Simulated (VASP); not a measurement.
Write the native input for VASP 6.6.1 that does the following.

```
Task                   : single point
Functional             : PBE
Potentials or basis    : VASP PAW PBE potentials, release 64 (V_sv, O)
Cutoff                 : 600 eV
k mesh                 : 8 × 8 × 12
Occupations            : gaussian, width 0.1 eV
Spin                   : collinear spin, ferromagnetic start
Starting moments       : [0.92, 0.92, 0.0, 0.0, 0.0, 0.0] μB
Dipole correction      : no
Further INCAR settings : ALGO = Normal; EDIFF = 1e-06; NBANDS = 38
```

The structure of VO2 lies in POSCAR:

```
VO2
1.0
    4.6341987927      0.0000000000      0.0000000000
    0.0000000000      4.6342540159      0.0000000000
    0.0000000000      0.0000000000      2.8598900028
V O
2 4
Direct
    0.0000000000      0.0000000000      0.5000000000
    0.5000000000      0.5000000000      0.0000000000
    0.3015567426      0.3015632863      0.5000000000
    0.6984432574      0.6984367137      0.5000000000
    0.1984432574      0.8015632863      0.0000000000
    0.8015567426      0.1984367137      0.0000000000
```

This cell differs from its parent crystal: volume scaled by 1.03, then relaxed in part.

These files were run (other wordings do the same):

INCAR

```
SYSTEM = VO2
PREC = Accurate
ENCUT = 600
EDIFF = 1E-6
ISMEAR = 0
SIGMA = 0.1
LREAL = .False.
LASPH = .True.
NELM = 200
ALGO = Normal
ISIF = 2
LWAVE = .False.
LCHARG = .True.
ISPIN = 2
MAGMOM = 0.92 0.92 0 0 0 0
LORBIT = 11
LMAXMIX = 4
GGA = PE
LVHAR = .True.
NBANDS = 38
GGA_COMPAT = .False.
KPAR = 4
```

KPOINTS

```
regular mesh
0
Gamma
  8 8 12
  0 0 0
```

Potentials or basis: VASP PAW PBE potentials, release 64 (V_sv, O).

Command:

```console
$ cat potpaw_PBE.64/V_sv/POTCAR potpaw_PBE.64/O/POTCAR > POTCAR
$ mpirun -np 4 vasp_std > vasp.out
```

It gave:

```yaml
Pressure: -5.6 GPa
Largest_force: 0.034 eV/Å
Band_gap_on_the_k_mesh: zero (filled and empty bands overlap)
Net_moment: 2.00 μB per cell
Site_moments: V +1.06; O -0.06 μB
Valence_electrons_inside_the_program's_atomic_spheres: V 11.45; O 5.03
```

Caveat: semilocal functionals often make such compounds metallic where correlation or magnetic order opens a gap, which also shifts bond lengths.

Run time: 3.1 min on 4 MPI ranks on Intel(R) Xeon(R) Platinum 8488C (Sapphire Rapids), on a shared host, peak memory 0.71 GiB a rank.
